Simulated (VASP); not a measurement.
Wanted: the native input for a VASP 6.6.1 run.

| Item | Value |
| --- | --- |
| Task | single point |
| Functional | PBE |
| Potentials or basis | VASP PAW PBE potentials, release 64 (Pb_d, F) |
| Cutoff | 520 eV |
| k mesh | 6 × 6 × 6 |
| Occupations | methfessel-paxton, width 0.5 eV |
| Spin | no spin polarisation |
| Dipole correction | no |
| Further INCAR settings | ALGO = Normal; EDIFF = 1e-06; NBANDS = 21 |

The structure of PbF2 lies in POSCAR:

```
PbF2
1.0
    0.0000000000      2.9604390429      2.9604390429
    2.9604390429      0.0000000000      2.9604390429
    2.9604390429      2.9604390429      0.0000000000
Pb F
1 2
Direct
    0.0000000000      0.0000000000      0.0000000000
    0.2500000000      0.2500000000      0.2500000000
    0.7500000000      0.7500000000      0.7500000000
```

The input as run:

INCAR

```
ALGO = Normal
EDIFF = 1E-6
ENCUT = 520
GGA = PE
ISIF = 2
ISMEAR = 1
LASPH = T
LCHARG = F
LREAL = F
LWAVE = F
NBANDS = 21
NELM = 100
PREC = Accurate
SIGMA = 0.5
```

KPOINTS

```
k-points
0
Gamma
  6 6 6
```

Potentials or basis: VASP PAW PBE potentials, release 64 (Pb_d, F).

Run with:

```bash
$ cat potpaw_PBE.64/Pb_d/POTCAR potpaw_PBE.64/F/POTCAR > POTCAR
$ mpirun -np 1 vasp_std > vasp.out
```

It gave:

```
Pressure               : 2.7 GPa
Band gap on the k mesh : 4.44 eV, indirect (least direct gap 4.56 eV)
```

Caveat: spin-orbit coupling is left out, which moves the levels of the heavy elements.

Wall time 20 s on 1 thread of AMD EPYC 7R13 Processor (Zen 3) (shared host), peak memory 0.15 GiB.
